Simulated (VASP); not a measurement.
Input of a VASP 6.6.1 run:

File INCAR:

```
SYSTEM = SrC2
  PREC = Accurate
  ENCUT = 520
  EDIFF = 1E-6
  ISMEAR = 0
  SIGMA = 0.01
  LREAL = .False.
  LASPH = .True.
  NELM = 100
  ALGO = Normal
  ISIF = 2
  LWAVE = .False.
  LCHARG = .True.
  GGA = PS
  LELF = .True.
  LVHAR = .True.
  NBANDS = 16
```

Contents of KPOINTS:

```
Automatic mesh
0
Gamma
  6 6 6
  0 0 0
```

POSCAR

```
SrC2
1.0
    2.5173260000      1.4533790000      2.3066620000
   -2.5173260000      1.4533790000      2.3066620000
    0.0000000000     -2.9067570000      2.3066620000
Sr C
1 2
Direct
    0.0000000000      0.0000000000      0.0000000000
    0.5915580000      0.5915580000      0.5915580000
    0.4084420000      0.4084420000      0.4084420000
```

Potentials or basis: VASP PAW PBE potentials, release 64 (Sr_sv, C).

Run with:

```bash
$ cat potpaw_PBE.64/Sr_sv/POTCAR potpaw_PBE.64/C/POTCAR > POTCAR
$ mpirun -np 1 vasp_std > vasp.out
```

(1) Estimate the pressure.

(2) Estimate the largest force.

## Answers

(1) -2.5 GPa.

(2) 0.063 eV/Å.

Caveat: the PAW data sets were made with another functional, which shifts forces and pressure a little.
